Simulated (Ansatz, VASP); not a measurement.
## CuO in VASP and in Ansatz

File INCAR:

```
SYSTEM = CuO
  PREC = Accurate
  ENCUT = 520
  EDIFF = 1E-7
  ISMEAR = 0
  SIGMA = 0.15
  LREAL = .False.
  LASPH = .True.
  NELM = 80
  ALGO = Normal
  ISIF = 2
  LWAVE = .False.
  LCHARG = .False.
  GGA = PE
  NBANDS = 25
```

The input KPOINTS:

```
Automatic mesh
0
Gamma
  16 16 10
  0 0 0
```

The input POSCAR:

```
CuO
1.0
    2.0814198224     -2.0824189793      0.1548170333
    2.0814198224      2.0824189793      0.1548170333
   -0.4035322497      0.0000000000      4.8785102086
Cu O
2 2
Direct
    0.0000000000      0.5000000000      0.0000000000
    0.5000000000      0.0000000000      0.5000000000
    0.5000828497      0.4999171503      0.2500000000
    0.4999171503      0.5000828497      0.7500000000
```

Input for Ansatz:

```yaml
crystal:
  lattice:
    - [2.0814198224, -2.0824189793, 0.1548170333]
    - [2.0814198224, 2.0824189793, 0.1548170333]
    - [-0.4035322497, 0.0, 4.8785102086]
  atoms:
    - { symbol: Cu, position: [0.0, 0.5, 0.0] }
    - { symbol: Cu, position: [0.5, 0.0, 0.5] }
    - { symbol: O, position: [0.5000828497, 0.4999171503, 0.25] }
    - { symbol: O, position: [0.4999171503, 0.5000828497, 0.75] }
basis:
  ecutwfc: 420
kpoints:
  mp_grid: { grid: [16, 16, 10] }
hamiltonian:
  xc: pbe
scf:
  occupations: { method: gaussian, width: 0.15 }
output:
  forces: true
  stress: true
  eigenvalues: true
```

Change from the starting cell: strain +0.000 along x and y, -0.050 along z, atoms carried along.

Alike in both runs: task single point; functional PBE; k mesh 16 × 16 × 10; occupations gaussian, width 0.15 eV; no spin polarisation.

|  | VASP | Ansatz |
| --- | --- | --- |
| version | VASP 6.6.1 | Ansatz 0.2.0 |
| potentials or method | VASP PAW PBE potentials, release 64 (Cu, O), cutoff 520 eV | scalar-relativistic, plane waves, PAW |
| valence electrons in the cell | 34 | 50 |

VASP gave:

```
gap on the k mesh at the Fermi level (eV)                     : none
pressure (GPa)                                                : 11.9
traceless stress, the component that is largest in VASP (GPa) : 7.96
rms of the force components (eV/Å)                            : 0.028
```

**Question.** What did Ansatz give for the same quantities?

**Answer.** gap on the k mesh at the Fermi level (eV): none; pressure (GPa): 11.0; traceless stress, the component that is largest in VASP (GPa): 7.70; rms of the force components (eV/Å): 0.026.

Atom by atom the forces differ by 0.002 eV/Å (rms over components). A gap of «none» marks a metal or a gap that the smearing closes. The functional is the same, so the differences come from potentials, cutoffs and numerics. VASP's potentials hold 34 valence electrons a cell and Ansatz's 50, so a difference there can come from the potentials and not from the codes.
